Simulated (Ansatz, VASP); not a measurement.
One calculation of TaS2, two programs

```
Ta S
1.0
     3.41700    0.00000    0.00000
    -1.70850    2.95921    0.00000
     0.00000    0.00000    5.86000
Ta S
1 2
Direct
  0.00000 0.00000 0.00000
  0.33333 0.66667 0.25000
  0.66667 0.33333 0.75000
```

Change from the starting cell: equal xx and yy strain of +2 %.

Alike in both runs: task single point; functional PBE; k mesh 9 × 9 × 5; occupations fermi-dirac, width 0.03 eV; no spin polarisation.

|  | VASP | Ansatz |
| --- | --- | --- |
| version | VASP 6.6.1 | Ansatz 0.2.0 |
| potentials or method | VASP PAW PBE potentials, release 64 (Ta_pv, S), cutoff 500 eV | all-electron LAPW, scalar-relativistic |

```csv
,VASP,Ansatz,Ansatz less VASP
pressure (GPa),3.3,3.3,+0.06
"traceless stress, the component that is largest in VASP (GPa)",4.31,4.24,-0.065
rms of the force components (eV/Å),0.332,0.328,-0.0036
```

Atom by atom the forces differ by 0.004 eV/Å (rms over components). Ansatz ran all-electron here, and VASP with PAW potentials.

Spin-orbit coupling is off throughout.
